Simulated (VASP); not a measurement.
A run of VASP 6.6.1 is set up as follows.

INCAR

```
SYSTEM = Rb2Cd
PREC = Accurate
ENCUT = 600
EDIFF = 1E-6
ISMEAR = 0
SIGMA = 0.1
LREAL = .FALSE.
LASPH = .TRUE.
NELM = 80
ALGO = Fast
ISIF = 3
LWAVE = .FALSE.
LCHARG = .FALSE.
GGA = PE
IBRION = 2
NSW = 90
EDIFFG = -0.04
```

KPOINTS

```
Automatic mesh
0
G
  4 4 2
  0 0 0
```

The input POSCAR:

```
Rb2Cd
1.0
    5.0457416145      0.0000000000      0.0000000000
    0.0000000000      5.0457416145      0.0000000000
    0.0000000000      0.0000000000      7.6988006447
Rb Cd
4 2
Direct
    0.0000000000      0.0000000000      0.0000000000
    0.5000000000      0.5000000000      0.0000000000
    0.0000000000      0.5000000000      0.2700000000
    0.5000000000      0.0000000000      0.7300000000
    0.0000000000      0.5000000000      0.7000000000
    0.5000000000      0.0000000000      0.3000000000
```

Potentials or basis: VASP PAW PBE potentials, release 64 (Rb_sv, Cd).

The run is started by

```bash
$ cat potpaw_PBE.64/Rb_sv/POTCAR potpaw_PBE.64/Cd/POTCAR > POTCAR
$ mpirun -np 1 vasp_std > vasp.out
```

Estimate the space group after relaxing (to 0.1 Å).

P4/nmm (No. 129).

What does it give for the relaxed volume?

59.05 Å³/atom.

Forces on the atoms (eV/Å):
```
Rb   0.000  0.000  0.000
Rb   0.000  0.000  0.000
Rb   0.000  0.000 -0.011
Rb   0.000  0.000  0.011
Cd   0.000  0.000  0.016
Cd   0.000  0.000 -0.016
```

Caveat: the k points lie up to 0.31 Å⁻¹ apart in the final cell, too coarse for converged energies and pressures of a metal; the volume moved by over 15 % at a fixed basis, so the end points are rough.
